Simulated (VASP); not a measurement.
Runs of VASP 6.6.1 on Al. The structure is that of space group P6_3/mmc (No. 194), or close to it. The cells are those of the table. 

```tsv
cell	gap on the mesh (eV)	pressure (GPa)
a = 2.482, b = 2.482, c = 4.058 Å, angles 90.0, 90.0, 120.0°, 2 atoms	none	80.5
a = 2.599, b = 2.599, c = 4.270 Å, angles 90.0, 90.0, 120.0°, 2 atoms	none	39.9
a = 2.119, b = 2.119, c = 3.425 Å, angles 90.0, 90.0, 120.0°, 2 atoms	none	(a)
a = 2.203, b = 2.203, c = 3.566 Å, angles 90.0, 90.0, 120.0°, 2 atoms	none	311.3
```

Alike in all rows: task single point; level PBE; potentials or basis VASP PAW PBE potentials, release 64 (Al); no spin polarisation; k mesh 15 × 15 × 8; cutoff (eV) 520; smearing fermi-dirac 0.08 eV.

Task: Estimate the missing entries.

Result: (a) 448.9.

A gap of «none» marks levels without a gap at the run's occupations.
